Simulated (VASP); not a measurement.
# TiSi2 in VASP: single point with LDA

Aim: the single point of TiSi2 with LDA.

Everything below comes from runs of VASP 6.6.1. Logs are shortened: lines on timing, memory, paths and dates and some standing lists are left out, and cuts for length are marked.

## (1) The cell of the first run

The cell holds a slab with vacuum, 24 atoms: a = 5.856 Å, b = 5.856 Å, c = 22.275 Å, α = 90.00°, β = 90.00°, γ = 87.95°.

## (2) Single point, LDA

INCAR reads:

```
PREC = Accurate
ENCUT = 400
EDIFF = 1E-6
ISMEAR = 1
SIGMA = 0.1
LREAL = F
LASPH = T
NELM = 120
ALGO = Normal
ISIF = 2
LWAVE = F
LCHARG = F
LDIPOL = T
IDIPOL = 3
DIPOL = 0.5 0.5 0.500
GGA = CA
NBANDS = 98
GGA_COMPAT = F
NELMDL = -8
```

KPOINTS reads:

```
regular mesh
0
Gamma
  5 5 1
```

POSCAR reads:

```
TiSi2
1.0
    5.8556014876      0.0000000000      0.0000000000
    0.2098108271      5.8518414759      0.0000000000
    0.0000000000      0.0000000000     22.2747954646
Ti Si
8 16
Direct
    0.0000000000      0.7500000000      0.3156893655
    0.5000000000      0.7500000000      0.3674711299
    0.5000000000      0.2500000000      0.4194753845
    0.0000000000      0.2500000000      0.4722499801
    0.0000000000      0.7500000000      0.5277500288
    0.5000000000      0.7500000000      0.5805246238
    0.5000000000      0.2500000000      0.6325288726
    1.0000000000      0.2500000000      0.6843106332
    0.2849240215      0.4219010986      0.3230870634
    0.7150759785      0.0780989014      0.3230870634
    0.1736516597      0.0684497351      0.3659026069
    0.8263483403      0.4315502649      0.3659026069
    0.8390772707      0.9071980962      0.4211307766
    0.1609227293      0.5928019038      0.4211307766
    0.6624497574      0.5877243398      0.4733014510
    0.3375502426      0.9122756602      0.4733014510
    0.3375502527      0.4122756626      0.5266985549
    0.6624497473      0.0877243374      0.5266985549
    0.1609227378      0.0928019075      0.5788692248
    0.8390772622      0.4071980925      0.5788692248
    0.8263483485      0.9315502621      0.6340973895
    0.1736516515      0.5684497379      0.6340973895
    0.7150760179      0.5780988994      0.6769129237
    0.2849239821      0.9219011006      0.6769129237
```

Potentials or basis: VASP PAW LDA potentials, release 64 (Ti_sv, Si).

Run with:

```sh
$ cat potpaw_LDA.64/Ti_sv/POTCAR potpaw_LDA.64/Si/POTCAR > POTCAR
$ mpirun -np 1 vasp_std > vasp.out
```

OUTCAR:

```text
PREC = Accurate
   ENCUT = 400
   EDIFF = 1E-6
   ISMEAR = 1
   LREAL = F
   LASPH = T
   NELM = 120
   ISIF = 2
   GGA = CA
   NELMDL = -8

 ion  position               nearest neighbor table
   1  0.000  0.750  0.316-  11 2.43  12 2.43   9 2.50  10 2.50  13 2.68  14 2.68
   2  0.500  0.750  0.367-  13 2.52  14 2.52   9 2.54  10 2.54  11 2.62  12 2.62  15 2.70  16 2.70

   3  0.500  0.250  0.419-  11 2.52  12 2.52  15 2.53  16 2.53   9 2.67  10 2.67  17 2.73  18 2.73
                            13 2.77  14 2.77
   4  0.000  0.250  0.472-  13 2.52  14 2.52  17 2.53  18 2.53  19 2.70  20 2.70  15 2.75  16 2.75
                            11 2.77  12 2.77
   5  0.000  0.750  0.528-  19 2.52  20 2.52  15 2.53  16 2.53  13 2.70  14 2.70  17 2.75  18 2.75
                            21 2.77  22 2.77
   6  0.500  0.750  0.581-  21 2.52  22 2.52  17 2.53  18 2.53  23 2.67  24 2.67  15 2.73  16 2.73
                            19 2.77  20 2.77
   7  0.500  0.250  0.633-  19 2.52  20 2.52  23 2.54  24 2.54  21 2.62  22 2.62  17 2.70  18 2.70
[... 13 lines left out ...]
                             4 2.75  20 2.76  14 3.14
  16  0.338  0.912  0.473-  14 2.46  18 2.50   3 2.53   5 2.53  15 2.64   2 2.70  11 2.72   6 2.73
                             4 2.75  19 2.76  13 3.14
  17  0.338  0.412  0.527-  19 2.46  15 2.50   6 2.53   4 2.53  18 2.64   7 2.70  22 2.72   3 2.73
                             5 2.75  14 2.76  20 3.14
  18  0.662  0.088  0.527-  20 2.46  16 2.50   6 2.53   4 2.53  17 2.64   7 2.70  21 2.72   3 2.73
                             5 2.75  13 2.76  19 3.14
  19  0.161  0.093  0.579-  17 2.46  24 2.50   7 2.52   5 2.52  21 2.53  20 2.59   8 2.68   4 2.70
                            16 2.76   6 2.77  22 3.05  18 3.14
  20  0.839  0.407  0.579-  18 2.46  23 2.50   7 2.52   5 2.52  22 2.53  19 2.59   8 2.68   4 2.70
                            15 2.76   6 2.77  21 3.05  17 3.14
  21  0.826  0.932  0.634-  23 2.39   8 2.43   6 2.52  19 2.53   7 2.62  18 2.72   5 2.77  24 2.85
                            22 2.89  20 3.05
  22  0.174  0.568  0.634-  24 2.39   8 2.43   6 2.52  20 2.53   7 2.62  17 2.72   5 2.77  23 2.85
                            21 2.89  19 3.05
  23  0.715  0.578  0.677-  21 2.39  20 2.50   8 2.50   7 2.54   6 2.67  22 2.85
  24  0.285  0.922  0.677-  22 2.39  19 2.50   8 2.50   7 2.54   6 2.67  21 2.85

  LATTYP: Found a base centered orthorhombic cell.
 ALAT       =     8.1313591017
 B/A-ratio  =     1.0364963540
 C/A-ratio  =     2.7393692968

  Lattice vectors:

 A1 = (  -0.2098108271,  -5.8518414759,   0.0000000000)
 A2 = (   5.8556014876,   0.0000000000,   0.0000000000)
 A3 = (   0.0000000000,   0.0000000000,  22.2747954646)

Analysis of symmetry for initial positions (statically):
=====================================================================
 Subroutine PRICEL returns:
 Original cell was already a primitive cell.

 Routine SETGRP: Setting up the symmetry group for a
 base centered orthorhombic supercell.

 Subroutine GETGRP returns: Found  4 space group operations
 (whereof  2 operations were pure point group operations)
 out of a pool of  8 trial point group operations.

The static configuration has the point symmetry S_2 .
 The point group associated with its full space group is C_2h.

Analysis of symmetry for dynamics (positions and initial velocities):
=====================================================================
 Subroutine PRICEL returns:
 Original cell was already a primitive cell.

 Routine SETGRP: Setting up the symmetry group for a
 base centered orthorhombic supercell.

 Subroutine GETGRP returns: Found  4 space group operations
 (whereof  2 operations were pure point group operations)
 out of a pool of  8 trial point group operations.

The dynamic configuration has the point symmetry S_2 .
 The point group associated with its full space group is C_2h.

 Subroutine INISYM returns: Found  4 space group operations
 (whereof  2 operations are pure point group operations),
 and found     1 'primitive' translations

----------------------------------------------------------------------------------------

                                     Primitive cell

  volume of cell :     763.2693

  direct lattice vectors                    reciprocal lattice vectors
     5.855601488  0.000000000  0.000000000     0.170776649 -0.006122994  0.000000000
     0.209810827  5.851841476  0.000000000     0.000000000  0.170886379  0.000000000
     0.000000000  0.000000000 22.274795465     0.000000000  0.000000000  0.044893790

  length of vectors
     5.855601488  5.855601527 22.274795465     0.170886380  0.170886379  0.044893790

  position of ions in fractional coordinates (direct lattice)
     0.000000000  0.750000000  0.315689365
     0.500000000  0.750000000  0.367471130
     0.500000000  0.250000000  0.419475384
     0.000000000  0.250000000  0.472249980
     0.000000000  0.750000000  0.527750029
     0.500000000  0.750000000  0.580524624
[... 16 lines left out ...]
     0.715076018  0.578098899  0.676912924
     0.284923982  0.921901101  0.676912924

  ion indices of the primitive-cell ions
   primitive index   ion index
                 1           1
                 2           2
                 3           3
                 4           4
                 5           5
                 6           6
[... 16 lines left out ...]
                23          23
                24          24

----------------------------------------------------------------------------------------

 KPOINTS: regular mesh

Automatic generation of k-mesh.
 Grid dimensions read from file:
 generate k-points for:    5    5    1

 Generating k-lattice:

  Cartesian coordinates                     Fractional coordinates (reciprocal lattice)
     0.034155330 -0.001224599  0.000000000     0.200000000  0.000000000  0.000000000
     0.000000000  0.034177276  0.000000000     0.000000000  0.200000000  0.000000000
     0.000000000  0.000000000  0.044893790     0.000000000  0.000000000  1.000000000

  Length of vectors
     0.034177276  0.034177276  0.044893790

  Shift w.r.t. Gamma in fractional coordinates (k-lattice)
     0.000000000  0.000000000  0.000000000

 Subroutine IBZKPT returns following result:
 ===========================================

 Found     13 irreducible k-points:

 Following reciprocal coordinates:
            Coordinates               Weight
  0.000000  0.000000  0.000000      1.000000
  0.200000  0.000000  0.000000      2.000000
  0.000000 -0.200000  0.000000      2.000000
  0.400000 -0.000000  0.000000      2.000000
  0.000000 -0.400000  0.000000      2.000000
  0.200000  0.200000  0.000000      2.000000
  0.400000  0.200000  0.000000      2.000000
 -0.200000 -0.400000  0.000000      2.000000
 -0.400000  0.200000  0.000000      2.000000
 -0.200000  0.400000  0.000000      2.000000
 -0.200000  0.200000  0.000000      2.000000
  0.400000  0.400000  0.000000      2.000000
 -0.400000  0.400000  0.000000      2.000000
   k-points           NKPTS =     13   k-points in BZ     NKDIM =     13   number of bands    NBANDS=     98
   number of dos      NEDOS =    301   number of ions     NIONS =     24
   total plane-waves  NPLWV = 240000
   dimension x,y,z NGX =    40 NGY =   40 NGZ =  150
   dimension x,y,z NGXF=    80 NGYF=   80 NGZF=  300
   ions per type =               8  16
   NGX,Y,Z   is equivalent  to a cutoff of  11.36, 11.36, 11.20 a.u.
   NGXF,Y,Z  is equivalent  to a cutoff of  22.71, 22.71, 22.39 a.u.
 SYSTEM =  unknown system
   PREC   = accura    normal or accurate (medium, high low for compatibility)
   ISTART =      0    job   : 0-new  1-cont  2-samecut
   ICHARG =      2    charge: 1-file 2-atom 10-const
   ISPIN  =      1    spin polarized calculation?
   LNONCOLLINEAR =      F non collinear calculations
   LSORBIT =      F    spin-orbit coupling
   LASPH  =      T    aspherical Exc in radial PAW
   ENCUT  =  400.0 eV  29.40 Ry    5.42 a.u.   9.55  9.55 36.32*2*pi/ulx,y,z
   NELM   =    120;   NELMIN=  2; NELMDL= -8     # of ELM steps
   EDIFF  = 0.1E-05   stopping-criterion for ELM
   LREAL  =      F    real-space projection
[... 7 lines left out ...]
   TEBEG  =    0.0;   TEEND  =   0.0 temperature during run
   PSTRESS=    0.0 pullay stress
   NELECT =     160.0000    total number of electrons
   NUPDOWN=      -1.0000    fix difference up-down
   EMIN   =  10.00;   EMAX   =-10.00  energy-range for DOS
   EFERMI =   0.00;   METHOD = LEGACY
   ISMEAR =     1;   SIGMA  =   0.10  broadening in eV -4-tet -1-fermi 0-gaus
   EFERMI_NEDOS =   21; number of points for ismear=-14 and -15
   IALGO  =     38    algorithm
   IMIX   =      4    mixing-type and parameters
     AMIX     =   0.40;   BMIX     =  1.00
     AMIX_MAG =   1.60;   BMIX_MAG =  1.00
  volume/ion in A,a.u.               =      31.80       214.62
  Fermi-wavevector in a.u.,A,eV,Ry     =   0.972498  1.837755 12.867753  0.945753
  Thomas-Fermi vector in A             =   2.102802
   LORBIT       =      0    0 simple, 1 ext, 2 COOP (PROOUT), +10 PAW based schemes
   GGA     = CA    functional components
   LHFCALC =     F    Hartree Fock is set to
   AEXX    =    0.0000 exact exchange contribution
   IVDW    =     0    specifies the selected vdW correction
   LEPSILON=     F    determine dielectric tensor
   LRPA    =     F    only Hartree local field effects (RPA)
 non-spin polarized calculation
 Methfessel and Paxton  Order N= 1 SIGMA  =   0.10
  energy-cutoff  :      400.00
  volume of cell :      763.27
 maximum number of plane-waves:     13897
 NGX is ok and might be reduce to    40
   NGX = 19   NGY = 19   NGZ = 73

 dipolmoment           0.000000      0.000000      0.000000 electrons x Angstroem

 number of electron     160.0000080 magnetization

 dipolmoment           0.000000      0.000000     -0.000002 electrons x Angstroem

 Free energy of the ion-electron system (eV)
  ---------------------------------------------------
  ext. energy  EPLUGINS =         0.00000000
  ---------------------------------------------------
  free energy    TOTEN  =      -169.17306392 eV

  energy without entropy =     -169.17702576  energy(sigma->0) =     -169.17438453

 E-fermi :   2.1937     XC(G=0):  -6.0814

 val. band max:        2.1828104241   @ k =   0.2000   0.2000   0.0000
 cond. band min:       2.2436652407   @ k =   0.0000  -0.2000   0.0000
 fundamental gap:      0.0608548166
 Fermi energy:         2.1936660884

 k-point     1 :       0.0000    0.0000    0.0000
  band No.  band energies     occupation
      1     -53.7775      2.00000
      2     -53.7774      2.00000
      3     -53.5579      2.00000
      4     -53.5578      2.00000
      5     -53.4693      2.00000
      6     -53.4688      2.00000
[... 1224 lines left out ...]
     91       3.7522     -0.00000
     92       3.7662     -0.00000
 [bands above 92 left out]

------------------------ aborting loop because EDIFF is reached ----------------------------------------

 vacuum level on the upper side and lower side of the slab       (xc-potential included)        -0.134        -0.134

  FORCE on cell =-STRESS in cart. coord.  units (eV):
  Direction    XX          YY          ZZ          XY          YZ          ZX
  --------------------------------------------------------------------------------------
  -------------------------------------------------------------------------------------
  Total       -4.3153467      2.8451091      0.4163893      4.0131003      0.0000000      0.0000000
  in kB       -9.0583373      5.9721639      0.8740421      8.4238924      0.0000000      0.0000000
  external PRESSURE =      -0.7373771 kB  Pullay stress =       0.0000000 kB

 VOLUME and BASIS-vectors are now :
 -----------------------------------------------------------------------------
  energy-cutoff  :      400.00
  volume of cell :      763.27
      direct lattice vectors                 reciprocal lattice vectors
     5.855601488  0.000000000  0.000000000     0.170776649 -0.006122994  0.000000000
     0.209810827  5.851841476  0.000000000     0.000000000  0.170886379  0.000000000
     0.000000000  0.000000000 22.274795465     0.000000000  0.000000000  0.044893790

 POSITION                                       TOTAL-FORCE (eV/Angst)
 -----------------------------------------------------------------------------------
      0.15736      4.38888      7.03192        -0.000000      0.000000      0.009800
      3.08516      4.38888      8.18534        -0.000000      0.000000     -0.023593
      2.98025      1.46296      9.34373        -0.000000      0.000000      0.021932
      0.05245      1.46296     10.51927        -0.000000      0.000000      0.017155
      0.15736      4.38888     11.75552        -0.000000     -0.000000     -0.017155
      3.08516      4.38888     12.93107        -0.000000     -0.000000     -0.021932
[... 16 lines left out ...]
      4.30849      3.38294     15.07810         0.010614     -0.031825      0.053399
      1.86183      5.39482     15.07810        -0.010614      0.031825      0.053399
 -----------------------------------------------------------------------------------
    total drift:                               -0.000000     -0.000000     -0.000917

  FREE ENERGIE OF THE ION-ELECTRON SYSTEM (eV)
  ---------------------------------------------------
  free  energy   TOTEN  =      -169.1730639150 eV

  energy  without entropy=     -169.1770257648  energy(sigma->0) =     -169.17438453

 vacuum level on the upper side and lower side of the slab         6.234         6.234
```

Wall time 60 min (1 thread of Intel Xeon 8259CL, shared host); peak memory 0.68 GiB.

Results:

| Item | Value |
| --- | --- |
| Free energy | -169.1731 eV |
| Largest force | 0.063 eV/Å |
| Band gap on the k mesh | zero (bands 80 and 81 overlap by 0.35 eV) |

Forces in eV/Å, atoms in the order of the input:
```
Ti   0.000  0.000  0.010
Ti   0.000  0.000 -0.024
Ti   0.000  0.000  0.022
Ti   0.000  0.000  0.017
Ti   0.000  0.000 -0.017
Ti   0.000  0.000 -0.022
Ti   0.000  0.000  0.024
Ti   0.000  0.000 -0.010
Si  -0.011  0.032 -0.053
Si   0.011 -0.032 -0.053
Si  -0.006 -0.015 -0.043
Si   0.006  0.015 -0.043
Si  -0.018  0.001  0.033
Si   0.018 -0.001  0.033
Si  -0.011  0.007 -0.003
Si   0.011 -0.007 -0.003
Si   0.011 -0.007  0.003
Si  -0.011  0.007  0.003
Si   0.018 -0.001 -0.033
Si  -0.018  0.001 -0.033
Si   0.006  0.015  0.043
Si  -0.006 -0.015  0.043
Si   0.011 -0.032  0.053
Si  -0.011  0.032  0.053
```

Levels at points of the mesh, in eV from the Fermi level:
```tsv
k point	band 77	band 78	band 79	band 80	band 81	band 82	band 83	band 84
(0.00, 0.00, 0.00)	-0.30	-0.24	-0.17	0.23	0.25	0.39	0.47	0.60
```
